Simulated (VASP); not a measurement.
NiO, 2 atoms in the cell. It takes space group Fm-3m (No. 225, cubic). Conventional cell: a = 4.172 Å, b = 4.172 Å, c = 4.172 Å, α = 90.00°, β = 90.00°, γ = 90.00°. Ni (site symmetry m-3m) has 6 O at 2.09 Å within 2.8 Å. O (site symmetry m-3m) has 6 Ni at 2.09 Å within 2.8 Å. 

```yaml
Program: VASP 6.6.1
Task: single point
Functional: PBE
Potentials_or_basis: VASP PAW PBE potentials, release 64 (Ni_sv_GW, O)
Cutoff: 700 eV
k_mesh: 11 × 11 × 11
Occupations: fermi-dirac, width 0.1 eV
Spin: collinear spin, ferromagnetic start
Starting_moments: "[1.73, 0.34] μB"
Hubbard_terms: Ni d U = 1.0 eV
Dipole_correction: no
Further_INCAR_settings: ALGO = Normal; EDIFF = 1e-06; NBANDS = 23
```

Potentials or basis: VASP PAW PBE potentials, release 64 (Ni_sv_GW, O).

Launch:

```console
$ cat potpaw_PBE.64/Ni_sv_GW/POTCAR potpaw_PBE.64/O/POTCAR > POTCAR
$ mpirun -np 1 vasp_std > vasp.out
```

Hardware: 1 thread of Intel(R) Xeon(R) Platinum 8259CL CPU @ 2.50GHz (Skylake/Cascade Lake), with other jobs on the host.

Problem. How long does it take, and how much memory?

Solution. Wall time 2.1 min on 1 thread of Intel(R) Xeon(R) Platinum 8259CL CPU @ 2.50GHz (Skylake/Cascade Lake), with other jobs on the host, peak memory 0.22 GiB. Counts: scf iterations 17, k points 56.
